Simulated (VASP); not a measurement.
# Al5N (P6/mmm) in VASP: notebook, part 2 of 2

VASP 6.6.1.

## Step 3: Single point, PBE, collinear spin, ferromagnetic start

The input, INCAR:

```
SYSTEM = Al5N
ALGO = Normal
EDIFF = 1E-7
ENCUT = 520
GGA = PE
ISIF = 2
ISMEAR = 0
ISPIN = 2
LASPH = .True.
LCHARG = .False.
LORBIT = 11
LREAL = .False.
LWAVE = .False.
MAGMOM = 0 0 0 0 0 1
NBANDS = 23
NELM = 150
PREC = Accurate
SIGMA = 0.1
```

The input, KPOINTS:

```
k-points
0
Gamma
  6 6 4
  0 0 0
```

The input, POSCAR:

```
Al5N
1.0
    5.0753162700      0.0000000000      0.0000000000
   -2.5376581400      4.3953528200      0.0000000000
    0.0000000000      0.0000000000      4.2252214400
Al N
5 1
Direct
    0.0000000000      0.5000000000      0.5000000000
    0.3333333300      0.6666666700      0.0000000000
    0.6666666700      0.3333333300      0.0000000000
    0.5000000000      0.0000000000      0.5000000000
    0.5000000000      0.5000000000      0.5000000000
    0.0000000000      0.0000000000      0.0000000000
```

Potentials or basis: VASP PAW PBE potentials, release 64 (Al, N).

Started as:

```bash
$ cat potpaw_PBE.64/Al/POTCAR potpaw_PBE.64/N/POTCAR > POTCAR
$ mpirun -np 1 vasp_std > vasp.out
```

Run time: 68 s. Hardware: 1 thread of Intel Xeon Platinum 8488C (Sapphire Rapids), shared host; peak memory 0.27 GiB.

It converged, with:

* Free energy: -20.6568 eV
* Pressure: 12.0 GPa
* Net moment: 1.10 μB per cell
* Site moments: Al +0.01, +0.00 (each value once); N +0.79 μB
* Valence electrons inside the program's atomic spheres: Al 0.88, 0.81 (each value once); N 3.33

Stress tensor (GPa, compression positive):
```
 8.33  0.00  0.00
 0.00  8.33  0.00
 0.00  0.00 19.43
```

Levels at points of the mesh, in eV from the Fermi level:
Spin up:
```tsv
k point	band 6	band 7	band 8	band 9	band 10	band 11	band 12	band 13	band 14	band 15
(0.00, 0.00, 0.00)	-3.66	-3.47	-3.47	-1.60	-0.86	0.93	0.93	1.16	3.04	3.04
(0.50, 0.00, 0.00)	-2.55	-2.38	-2.36	-0.78	-0.73	0.10	0.62	2.06	2.33	2.35
(0.00, 0.00, 0.50)	-2.73	-2.02	-1.93	-1.93	-1.92	-1.47	-1.47	-0.50	-0.50	4.58
(0.50, 0.00, 0.50)	-3.84	-3.50	-2.80	-0.81	0.09	0.24	1.17	2.81	3.14	5.02
```
Spin down:
| k point | band 6 | band 7 | band 8 | band 9 | band 10 | band 11 | band 12 | band 13 |
| --- | --- | --- | --- | --- | --- | --- | --- | --- |
| (0.00, 0.00, 0.00) | -3.65 | -2.95 | -2.95 | -1.63 | 0.73 | 1.21 | 1.65 | 1.65 |
| (0.50, 0.00, 0.00) | -2.51 | -1.82 | -1.76 | 0.07 | 0.28 | 0.30 | 1.28 | 2.01 |
| (0.00, 0.00, 0.50) | -1.93 | -1.93 | -1.83 | -1.83 | -1.47 | -1.47 | -0.57 | -0.56 |
| (0.50, 0.00, 0.50) | -3.45 | -3.09 | -2.82 | 0.46 | 0.97 | 1.23 | 1.50 | 2.80 |

Caveat: the k points lie up to 0.37 Å⁻¹ apart.

## Step 4: Single point, PBE, collinear spin, ferromagnetic start

This run uses another cell than the first one, of 18.21 Å³/atom.

The input, INCAR:

```
SYSTEM = Al5N
ALGO = Normal ; EDIFF = 1E-6
ENCUT = 520 ; GGA = PE
ISIF = 2 ; ISMEAR = 0
ISPIN = 2 ; LASPH = .True.
LCHARG = .True. ; LELF = .True.
LORBIT = 11 ; LREAL = .False.
LVHAR = .True. ; LWAVE = .False.
MAGMOM = 0 0 0 0 0 1 ; NBANDS = 23
NELM = 150 ; PREC = Accurate
SIGMA = 0.1
```

KPOINTS is that of step 3.

The input, POSCAR:

```
Al5N
1.0
    5.2274554956      0.0000000030      0.0000000000
   -2.6137277504      4.5271092549      0.0000000000
    0.0000000000      0.0000000000      4.6176166838
Al N
5 1
Direct
    0.0000000000      0.5000000000      0.5000000000
    0.3333333333      0.6666666667      0.0000000000
    0.6666666667      0.3333333333      0.0000000000
    0.5000000000      0.0000000000      0.5000000000
    0.5000000000      0.5000000000      0.5000000000
    0.0000000000      0.0000000000      0.0000000000
```

Started as:

```bash
$ cat potpaw_PBE.64/Al/POTCAR potpaw_PBE.64/N/POTCAR > POTCAR
$ mpirun -np 1 vasp_std > vasp.out
```

Wall time 73 s (1 thread of Intel Xeon Platinum 8488C (Sapphire Rapids), shared host); peak memory 0.29 GiB.

It converged, with:

```yaml
Free_energy: -21.2620 eV
Pressure: 0.0 GPa
Net_moment: 1.67 μB per cell
Site_moments: Al +0.01, +0.00 (each value once); N +1.14 μB
Valence_electrons_inside_the_program's_atomic_spheres: Al 0.82, 0.74 (each value once); N 3.33
```

Levels at points of the mesh, in eV from the Fermi level:
Spin up:
```csv
k point,band 9,band 10,band 11,band 12,band 13,band 14
"(0.00, 0.00, 0.00)",-2.37,-1.30,0.48,0.48,1.10,2.76
"(0.50, 0.00, 0.00)",-1.13,-0.96,-0.49,-0.08,2.13,2.16
"(0.00, 0.00, 0.50)",-1.54,-1.54,-1.52,-1.52,-0.41,-0.41
"(0.50, 0.00, 0.50)",-1.15,-0.31,-0.02,1.19,2.85,3.09
```
Spin down:
```
           k point  band 6  band 7  band 8  band 9  band 10  band 11  band 12  band 13
(0.00, 0.00, 0.00)   -3.17   -2.35   -2.30   -2.30     1.10     1.15     1.43     1.43
(0.50, 0.00, 0.00)   -2.27   -2.12   -1.68   -0.50     0.40     0.60     1.12     2.15
(0.00, 0.00, 0.50)   -1.54   -1.54   -1.50   -1.50    -1.31    -1.31    -0.42    -0.42
(0.50, 0.00, 0.50)   -2.91   -2.70   -2.57    0.70     1.23     1.26     1.65     2.87
```

## Step 5: Relaxation of cell and atoms, PBE, collinear spin, ferromagnetic start

The input, INCAR:

```
SYSTEM = Al5N
ALGO     = Normal         ! electronic algorithm
EDIFF    = 1E-7           ! SCF threshold, eV
EDIFFG   = -0.04          ! ionic threshold
ENCUT    = 600            ! plane-wave cutoff, eV
GGA      = PE             ! functional
IBRION   = 2              ! ionic algorithm
ISIF     = 3              ! what is computed and relaxed
ISMEAR   = 0              ! smearing method
ISPIN    = 2              ! spin polarisation
LASPH    = .True.         ! aspherical terms in the spheres
LCHARG   = .False.        ! write CHGCAR
LORBIT   = 11             ! projections on sites
LREAL    = .False.        ! projectors in reciprocal space
LWAVE    = .False.        ! write WAVECAR
MAGMOM   = 0 0 0 0 0 1    ! initial moments
NELM     = 150            ! most SCF steps
NSW      = 90             ! ionic steps
PREC     = Accurate       ! precision mode
SIGMA    = 0.1            ! smearing width, eV
```

KPOINTS is that of step 4.

The input, POSCAR:

```
Al5N
1.0
    5.0753162700      0.0000000000      0.0000000000
   -2.5376581400      4.3953528200      0.0000000000
    0.0000000000      0.0000000000      4.2252214400
Al N
5 1
Direct
    0.0000000000      0.5000000000      0.5000000000
    0.3333333300      0.6666666700      0.0000000000
    0.6666666700      0.3333333300      0.0000000000
    0.5000000000      0.0000000000      0.5000000000
    0.5000000000      0.5000000000      0.5000000000
    0.0000000000      0.0000000000      0.0000000000
```

Started as:

```bash
$ cat potpaw_PBE.64/Al/POTCAR potpaw_PBE.64/N/POTCAR > POTCAR
$ mpirun -np 1 vasp_std > vasp.out
```

Run time: 4.6 min. Hardware: 1 thread of Intel Xeon Platinum 8488C (Sapphire Rapids), shared host; peak memory 0.31 GiB.

The run converged. Its results:

```yaml
Free_energy: -21.2604 eV
Relaxed_volume: 18.22 Å³/atom
Relaxed_cell: a = 5.227 Å, b = 5.227 Å, c = 4.620 Å, α = 90.00°, β = 90.00°, γ = 120.00°
Space_group_after_relaxing_to_0.1_Å: P6/mmm (No. 191)
Energy_gained_by_relaxing: 100.3 meV/atom
Ionic_steps: 6
Pressure_after_relaxing: -0.1 GPa
Net_moment: 1.67 μB per cell
Site_moments: Al +0.01, +0.00 (each value once); N +1.14 μB
Valence_electrons_inside_the_program's_atomic_spheres: Al 0.82, 0.74 (each value once); N 3.33
```

Step by step:
| step | energy change (eV) | largest force (eV/Å) | pressure (GPa) | volume (Å³) |
| --- | --- | --- | --- | --- |
| 1 | 0.0000 | 0.0000 | 12.01 | 94.26 |
| 2 | -0.5945 | 0.0000 | -0.88 | 111.15 |
| 3 | -0.5974 | 0.0000 | -0.16 | 109.76 |
| 4 | -0.5974 | 0.0000 | -0.33 | 110.08 |
| 5 | -0.6008 | 0.0000 | -0.19 | 109.68 |
| 6 | -0.6018 | 0.0000 | -0.05 | 109.31 |

Final structure:
```cif
data_structure
_symmetry_space_group_name_H-M 'P 1'
_symmetry_Int_Tables_number 1
_cell_length_a 5.2270
_cell_length_b 5.2270
_cell_length_c 4.6199
_cell_angle_alpha 90.000
_cell_angle_beta 90.000
_cell_angle_gamma 120.000
_cell_volume 109.31
loop_
_atom_site_label
_atom_site_type_symbol
_atom_site_fract_x
_atom_site_fract_y
_atom_site_fract_z
_atom_site_occupancy
Al1 Al 0.00000 0.50000 0.50000 1
Al2 Al 0.33333 0.66667 0.00000 1
Al3 Al 0.66667 0.33333 0.00000 1
Al4 Al 0.50000 0.00000 0.50000 1
Al5 Al 0.50000 0.50000 0.50000 1
N1 N 0.00000 0.00000 0.00000 1
```

Levels at points of the mesh, in eV from the Fermi level:
Spin up:
| k point | band 8 | band 9 | band 10 | band 11 | band 12 | band 13 | band 14 | band 15 |
| --- | --- | --- | --- | --- | --- | --- | --- | --- |
| (0.00, 0.00, 0.00) | -3.15 | -2.38 | -1.30 | 0.48 | 0.48 | 1.10 | 2.76 | 2.76 |
| (0.50, 0.00, 0.00) | -2.34 | -1.13 | -0.96 | -0.50 | -0.08 | 2.13 | 2.16 | 2.27 |
| (0.00, 0.00, 0.50) | -1.95 | -1.53 | -1.53 | -1.52 | -1.52 | -0.41 | -0.41 | 3.73 |
| (0.50, 0.00, 0.50) | -2.71 | -1.15 | -0.31 | -0.02 | 1.20 | 2.85 | 3.09 | 4.86 |
Spin down:
| k point | band 5 | band 6 | band 7 | band 8 | band 9 | band 10 | band 11 | band 12 | band 13 | band 14 |
| --- | --- | --- | --- | --- | --- | --- | --- | --- | --- | --- |
| (0.00, 0.00, 0.00) | -3.16 | -3.16 | -2.36 | -2.29 | -2.29 | 1.10 | 1.15 | 1.43 | 1.43 | 2.78 |
| (0.50, 0.00, 0.00) | -2.54 | -2.26 | -2.12 | -1.68 | -0.50 | 0.40 | 0.60 | 1.12 | 2.15 | 2.17 |
| (0.00, 0.00, 0.50) | -1.95 | -1.54 | -1.54 | -1.50 | -1.50 | -1.31 | -1.31 | -0.42 | -0.42 | 0.10 |
| (0.50, 0.00, 0.50) | -5.01 | -2.91 | -2.70 | -2.57 | 0.70 | 1.23 | 1.27 | 1.65 | 2.87 | 3.09 |

Caveat: the k points lie up to 0.34 Å⁻¹ apart in the final cell; the volume moved by over 15 % at a fixed basis, so the end points are rough.

## Step 6: Overview

```csv
task,spin,cell,cutoff (eV),gap on the mesh (eV),pressure (GPa),moment (μB)
single point,off,"a = 5.075, b = 5.075, c = 4.225 Å, angles 90.0, 90.0, 120.0°, 6 atoms",520,none,10.8,-
single point,"collinear, ferromagnetic start","a = 5.075, b = 5.075, c = 4.225 Å, angles 90.0, 90.0, 120.0°, 6 atoms",520,none,12.0,1.10
single point,"collinear, ferromagnetic start","a = 5.227, b = 5.227, c = 4.618 Å, angles 90.0, 90.0, 120.0°, 6 atoms",520,none,0.0,1.67
relaxation of cell and atoms,"collinear, ferromagnetic start","relaxed from a = 5.075, b = 5.075, c = 4.225 Å, angles 90.0, 90.0, 120.0°, 6 atoms",600,none,-0.1,1.67
```

Alike in all rows: level PBE; potentials or basis VASP PAW PBE potentials, release 64 (Al, N); k mesh 6 × 6 × 4; smearing gaussian 0.1 eV.

Caveats: some runs use coarse meshes; the volume moved by over 15 % at a fixed basis, so the end points are rough (at least some runs).

Absolute energies hang on the potentials; compare differences alone.
